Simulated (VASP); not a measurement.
Write the native input for VASP 6.6.1 that does the following.

| Property | Result |
| --- | --- |
| Task | single point |
| Functional | PBEsol |
| Potentials or basis | VASP PAW PBE potentials, release 64 (Al, Ru_sv) |
| Cutoff | 600 eV |
| k mesh | 1 × 1 × 1 |
| Occupations | gaussian, width 0.1 eV |
| Spin | no spin polarisation |
| Dipole correction | no |
| Second run | valence_matched |
| Further INCAR settings | ALGO = Normal; EDIFF = 1e-06; NBANDS = 18 |

The structure of Al2Ru lies in POSCAR:

```
Al2Ru
1.0
   -1.5604216200      1.5604216200      4.2218055900
    1.5604216200     -1.5604216200      4.2218055900
    1.5604216200      1.5604216200     -4.2218055900
Al Ru
2 1
Direct
    0.6592021900      0.6592021900      0.0000000000
    0.3407978100      0.3407978100      0.0000000000
    0.0000000000      0.0000000000      0.0000000000
```

These files were run (other wordings do the same):

INCAR

```
SYSTEM = Al2Ru
ALGO     = Normal         ! electronic algorithm
EDIFF    = 1E-6           ! SCF threshold, eV
ENCUT    = 600            ! plane-wave cutoff, eV
GGA      = PS             ! functional
GGA_COMPAT= .False.      
ISIF     = 2              ! what is computed and relaxed
ISMEAR   = 0              ! smearing method
LASPH    = .True.         ! aspherical terms in the spheres
LCHARG   = .False.        ! write CHGCAR
LREAL    = .False.        ! projectors in reciprocal space
LWAVE    = .False.        ! write WAVECAR
NBANDS   = 18             ! bands
NELM     = 120            ! most SCF steps
PREC     = Accurate       ! precision mode
SIGMA    = 0.1            ! smearing width, eV
```

KPOINTS

```
k-points
0
Gamma
  1 1 1
  0 0 0
```

Potentials or basis: VASP PAW PBE potentials, release 64 (Al, Ru_sv).

Command:

```console
$ cat potpaw_PBE.64/Al/POTCAR potpaw_PBE.64/Ru_sv/POTCAR > POTCAR
$ mpirun -np 1 vasp_gam > vasp.out
```

Results of the run:

```yaml
Pressure: 7.6 GPa
Largest_force: 3.051 eV/Å
Band_gap_on_the_k_mesh: 1.41 eV
```

Caveat: the k points lie up to 2.85 Å⁻¹ apart; the PAW data sets were made with another functional, which shifts forces and pressure a little.

Run time: 4.8 s on 1 thread of Intel(R) Xeon(R) 6975P-C (Granite Rapids) (shared host), peak memory 0.22 GiB.
